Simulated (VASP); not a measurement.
# C (Fd-3m) in VASP: a series of runs, part 2 of 2

VASP 6.6.1. The steps go on from the part before.

**5. Single point, PBE**

This run uses another cell than the first one: it holds 2 atoms, not 32.

Input file INCAR:

```
SYSTEM = C
PREC = Accurate
ENCUT = 600
EDIFF = 1E-6
ISMEAR = -1
SIGMA = 0.01
LREAL = .False.
LASPH = .True.
NELM = 120
ALGO = Normal
ISIF = 2
LWAVE = .False.
LCHARG = .False.
GGA = PE
NBANDS = 11
GGA_COMPAT = .False.
```

Input file KPOINTS:

```
regular mesh
0
Gamma
  13 13 13
  0 0 0
```

Input file POSCAR:

```
C
1.0
    0.0000000000      1.7857859974      1.7857859974
    1.7857859974      0.0000000000      1.7857859974
    1.7857859974      1.7857859974      0.0000000000
C
2
Direct
    0.0000000000      0.0000000000      0.0000000000
    0.2499999997      0.2499999997      0.2499999997
```

Potentials or basis: VASP PAW PBE potentials, release 64 (C).

On the command line:

```
> cat potpaw_PBE.64/C/POTCAR > POTCAR
> mpirun -np 1 vasp_std > vasp.out
```

OUTCAR:

```text
SYSTEM = C
   PREC = Accurate
   ENCUT = 600
   EDIFF = 1E-6
   ISMEAR = -1
   LREAL = .False.
   LASPH = .True.
   NELM = 120
   ISIF = 2
   GGA = PE

 ion  position               nearest neighbor table
   1  0.000  0.000  0.000-   2 1.55   2 1.55   2 1.55   2 1.55
   2  0.250  0.250  0.250-   1 1.55   1 1.55   1 1.55   1 1.55

  LATTYP: Found a face centered cubic cell.
 ALAT       =     3.5715719948

  Lattice vectors:

 A1 = (   0.0000000000,   1.7857859974,   1.7857859974)
 A2 = (   1.7857859974,   0.0000000000,   1.7857859974)
 A3 = (   1.7857859974,   1.7857859974,   0.0000000000)

Analysis of symmetry for initial positions (statically):
=====================================================================
 Subroutine PRICEL returns:
 Original cell was already a primitive cell.

 Routine SETGRP: Setting up the symmetry group for a
 face centered cubic supercell.

 Subroutine GETGRP returns: Found 48 space group operations
 (whereof 24 operations were pure point group operations)
 out of a pool of 48 trial point group operations.

The static configuration has the point symmetry T_d .
 The point group associated with its full space group is O_h .

Analysis of symmetry for dynamics (positions and initial velocities):
[... 164 lines left out ...]
 Fermi energy:        10.0332786277

 k-point     1 :       0.0000    0.0000    0.0000
  band No.  band energies     occupation
      1     -11.7521      2.00000
      2       9.6698      2.00000
      3       9.6698      2.00000
      4       9.6698      2.00000
      5      15.2489      0.00000
      6      15.2489      0.00000
      7      15.2489      0.00000
      8      22.9082      0.00000
      9      28.9130      0.00000
     10      36.1615      0.00000
     11      36.1615      0.00000
[... 309 lines left out ...]
 k-point    24 :       0.4615    0.1538    0.0000
  band No.  band energies     occupation
      1      -6.7561      2.00000
      2      -1.5351      2.00000
      3       5.2515      2.00000
      4       5.7832      2.00000
      5      16.7373      0.00000
      6      20.2256      0.00000
      7      20.5110      0.00000
      8      23.5476      0.00000
      9      30.2234      0.00000
     10      32.8768      0.00000
     11      36.6802      0.00000

 [... further k-points ...]
[... 5 lines left out ...]
  --------------------------------------------------------------------------------------
  -------------------------------------------------------------------------------------
  Total       -0.0002947     -0.0002947     -0.0002947     -0.0000000      0.0000000     -0.0000000
  in kB       -0.0414607     -0.0414607     -0.0414607     -0.0000000      0.0000000     -0.0000000
  external PRESSURE =      -0.0414607 kB  Pullay stress =       0.0000000 kB

 VOLUME and BASIS-vectors are now :
 -----------------------------------------------------------------------------
  energy-cutoff  :      600.00
  volume of cell :       11.39
      direct lattice vectors                 reciprocal lattice vectors
     0.000000000  1.785785997  1.785785997    -0.279988756  0.279988756  0.279988756
     1.785785997  0.000000000  1.785785997     0.279988756 -0.279988756  0.279988756
     1.785785997  1.785785997  0.000000000     0.279988756  0.279988756 -0.279988756

 POSITION                                       TOTAL-FORCE (eV/Angst)
 -----------------------------------------------------------------------------------
      0.00000      0.00000      0.00000         0.000000     -0.000000     -0.000000
      0.89289      0.89289      0.89289        -0.000000      0.000000      0.000000
 -----------------------------------------------------------------------------------
    total drift:                                0.000000      0.000000      0.000000

  FREE ENERGIE OF THE ION-ELECTRON SYSTEM (eV)
  ---------------------------------------------------
  free  energy   TOTEN  =       -18.1905249528 eV

  energy  without entropy=      -18.1905249528  energy(sigma->0) =      -18.19052495
```

Wall time 4.3 s (1 thread of Intel Xeon 6975P-C (Granite Rapids), shared host); peak memory 0.12 GiB.

Results:

* Free energy: -18.1905 eV
* Pressure: 0.0 GPa
* Band gap on the k mesh: 4.13 eV, indirect (least direct gap 5.58 eV)

Levels at points of the mesh, in eV from the valence-band top:
| k point | band 2 | band 3 | band 4 | band 5 | band 6 | band 7 |
| --- | --- | --- | --- | --- | --- | --- |
| (0.00, 0.00, 0.00) | 0.00 | 0.00 | 0.00 | 5.58 | 5.58 | 5.58 |

A k mesh can miss the band edges. As with any semilocal functional, this PBE gap is likely too small.

**6. Single point, LDA**

This run uses another cell than the first one: it holds 2 atoms, not 32.

Input file INCAR:

```
SYSTEM = C
PREC     = Accurate       ! precision mode
ENCUT    = 600            ! plane-wave cutoff, eV
EDIFF    = 1E-6           ! SCF threshold, eV
ISMEAR   = -1             ! smearing method
SIGMA    = 0.01           ! smearing width, eV
LREAL    = .FALSE.        ! projectors in reciprocal space
LASPH    = .TRUE.         ! aspherical terms in the spheres
NELM     = 120            ! most SCF steps
ALGO     = Normal         ! electronic algorithm
ISIF     = 2              ! what is computed and relaxed
LWAVE    = .FALSE.        ! write WAVECAR
LCHARG   = .FALSE.        ! write CHGCAR
GGA      = CA             ! functional
NBANDS   = 11             ! bands
GGA_COMPAT= .FALSE.
```

Input file KPOINTS:

```
Automatic mesh
0
G
  13 13 13
  0 0 0
```

POSCAR is that of step 5.

Potentials or basis: VASP PAW LDA potentials, release 64 (C).

On the command line:

```
> cat potpaw_LDA.64/C/POTCAR > POTCAR
> mpirun -np 1 vasp_std > vasp.out
```

Run time: 4.1 s. Hardware: 1 thread of Intel Xeon 6975P-C (Granite Rapids), shared host; peak memory 0.11 GiB.

Results (log left out):

| Item | Value |
| --- | --- |
| Free energy | -20.2379 eV |
| Pressure | -14.1 GPa |
| Band gap on the k mesh | 4.10 eV, indirect (least direct gap 5.53 eV) |

Levels at points of the mesh, in eV from the valence-band top:
```tsv
k point	band 1	band 2	band 3	band 4	band 5	band 6	band 7	band 8	band 9
(0.00, 0.00, 0.00)	-21.26	0.00	0.00	0.00	5.53	5.53	5.53	13.46	18.95
```

A k mesh can miss the band edges.

**7. The runs side by side**

```csv
level,potentials or basis,cell,k mesh,smearing,gap on the mesh (eV),pressure (GPa)
PBE,"VASP PAW PBE potentials, release 64 (C)","a = 6.186 Å, angles 109.5°, 32 atoms",1 × 1 × 1,fermi-dirac 0.01 eV,4.72,3.9
PBE,"VASP PAW PBE potentials, release 64 (C)","a = 2.525 Å, angles 60.0°, 2 atoms",13 × 13 × 13,fermi-dirac 0.01 eV,4.13,0.0
PBE,"VASP PAW PBE potentials, release 64 (C)","a = 2.525 Å, angles 60.0°, 2 atoms",13 × 13 × 13,gaussian 0.01 eV,4.13,0.0
LDA,"VASP PAW LDA potentials, release 64 (C)","a = 2.525 Å, angles 60.0°, 2 atoms",13 × 13 × 13,fermi-dirac 0.01 eV,4.10,-14.1
```

Alike in all rows: task single point; no spin polarisation; cutoff (eV) 600.

Caveats: some runs use coarse meshes.

Absolute energies hang on the potentials; compare differences alone.
